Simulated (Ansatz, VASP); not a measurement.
**TiSi2: VASP beside Ansatz**

```
Ti Si
1.0
     3.40570    0.00000    0.00000
     0.00000   13.01826    0.00000
     0.00000    0.00000    3.43605
Ti Si
4 8
Direct
  0.50000 0.60176 0.75000
  0.00000 0.89824 0.25000
  0.00000 0.10176 0.75000
  0.50000 0.39824 0.25000
  0.50000 0.93856 0.75000
  0.00000 0.56144 0.25000
  0.00000 0.75036 0.75000
  0.50000 0.74964 0.25000
  0.00000 0.43856 0.75000
  0.50000 0.06144 0.25000
  0.50000 0.25036 0.75000
  0.00000 0.24964 0.25000
```

Change from the starting cell: equal strain along all axes, cell held, atoms relaxed: -4.0 %.

Alike in both runs: functional PBE; k mesh 10 × 4 × 10; occupations gaussian, width 0.1 eV; no spin polarisation.

Ansatz relaxed the structure, and its values are those at the end. VASP's run is a single point on that final structure, the one shown.

```csv
,VASP,Ansatz
version,VASP 6.6.1,Ansatz 0.2.0
potentials or method,"VASP PAW PBE potentials, release 64 (Ti_sv, Si), cutoff 520 eV","scalar-relativistic, plane waves, PAW"
valence electrons in the cell,80,80
```

|  | VASP | Ansatz | Ansatz less VASP |
| --- | --- | --- | --- |
| gap on the k mesh at the Fermi level (eV) | none | none | - |
| pressure (GPa) | 21.0 | 21.1 | +0.10 |
| rms of the force components (eV/Å) | 0.006 | 0.003 | -0.0030 |

A gap of «none» marks a metal or a gap that the smearing closes. Ansatz's warnings: stress scf threshold loose.
